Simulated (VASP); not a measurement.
Hf, 2 atoms in the cell. The structure is hexagonal, space group P6_3/mmc (No. 194). The conventional cell has a = 3.197 Å, b = 3.197 Å, c = 5.058 Å, α = 90.00°, β = 90.00°, γ = 120.00°. Hf (site symmetry -6m2) has 12 Hf at 3.13 to 3.20 Å within 4.1 Å. 

- Program: VASP 6.6.1
- Task: relaxation of cell and atoms
- Functional: RPBE
- Dispersion: D4
- Potentials or basis: VASP PAW PBE potentials, release 64 (Hf_pv)
- Cutoff: 600 eV
- k mesh: 10 × 10 × 5
- Occupations: fermi-dirac, width 0.05 eV
- Spin: no spin polarisation
- Dipole correction: no
- Further INCAR settings: ALGO = Normal; EDIFF = 1e-06; IBRION = 2; EDIFFG = -0.01; NSW = 60; ISIF = 3

Potentials or basis: VASP PAW PBE potentials, release 64 (Hf_pv).

Launch:

```console
$ cat potpaw_PBE.64/Hf_pv/POTCAR > POTCAR
$ mpirun -np 1 vasp_std > vasp.out
```

Hardware: 1 thread of Intel Xeon 8259CL, with other jobs on the host.

Q: How long does it take, and how much memory?

A: Run time: 3.4 min on 1 thread of Intel Xeon 8259CL, on a shared host, peak memory 0.2 GiB. Counts: scf iterations 43, k points 42, ion steps 7.
